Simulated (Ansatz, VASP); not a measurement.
**One calculation of HfO2, two programs**

Contents of INCAR:

```
ALGO = Normal
EDIFF = 1E-6
EDIFFG = -0.01
ENCUT = 600
GGA = PE
IBRION = 2
ISIF = 3
ISMEAR = 0
LASPH = T
LCHARG = F
LREAL = F
LWAVE = F
NELM = 80
NSW = 100
PREC = Accurate
SIGMA = 0.02
```

Contents of KPOINTS:

```
k-points
0
Gamma
  8 8 8
```

Contents of POSCAR:

```
HfO2
1.0
   -2.0092942000      2.0092942000      5.3227094000
    2.0092942000     -2.0092942000      5.3227094000
    2.0092942000      2.0092942000     -5.3227094000
Hf O
2 4
Direct
    0.0000000000      0.0000000000      0.0000000000
    0.7500000000      0.2500000000      0.5000000000
    0.7982900000      0.7982900000      0.0000000000
    0.9517100000      0.4517100000      0.5000000000
    0.5482900000      0.0482900000      0.5000000000
    0.2017100000      0.2017100000      0.0000000000
```

Input for Ansatz:

```yaml
crystal:
  lattice:
    - [-2.0092942, 2.0092942, 5.3227094]
    - [2.0092942, -2.0092942, 5.3227094]
    - [2.0092942, 2.0092942, -5.3227094]
  atoms:
    - { symbol: Hf, position: [0.0, 0.0, 0.0] }
    - { symbol: Hf, position: [0.75, 0.25, 0.5] }
    - { symbol: O, position: [0.79829, 0.79829, 0.0] }
    - { symbol: O, position: [0.95171, 0.45171, 0.5] }
    - { symbol: O, position: [0.54829, 0.04829, 0.5] }
    - { symbol: O, position: [0.20171, 0.20171, 0.0] }
basis:
  ecutwfc: 420
kpoints:
  mp_grid: { grid: [8, 8, 8] }
hamiltonian:
  xc: pbe
scf:
  occupations: { method: gaussian, width: 0.02 }
output:
  forces: true
  stress: true
  eigenvalues: true
  write_density: true
  write_potential: true
  elf: true
  volumetric_format: npy
relax:
  adjacent_minimum: "off"
  f_tol: 0.01
  max_steps: 80
  cell: { stress_tol: 0.05 }
```

Alike in both runs: task relaxation of cell and atoms; functional PBE; k mesh 8 × 8 × 8; occupations gaussian, width 0.02 eV; no spin polarisation.

```csv
,VASP,Ansatz
version,VASP 6.6.1,Ansatz 0.2.0
potentials or method,"VASP PAW PBE potentials, release 64 (Hf_pv, O), cutoff 600 eV","scalar-relativistic, plane waves, PAW"
valence electrons in the cell,44,76
```

```csv
,VASP,Ansatz,Ansatz less VASP
"gap on the k mesh at the Fermi level, each at its own relaxed structure (eV)",4.45,4.43,-0.021
relaxed volume (Å³/atom),14.12,14.33,+0.203
relaxed cell length with the largest relative difference (Å),5.998,6.034,+0.0359
```

VASP's potentials hold 44 valence electrons a cell and Ansatz's 76, so a difference there can come from the potentials and not from the codes.

Spin-orbit coupling is off throughout.
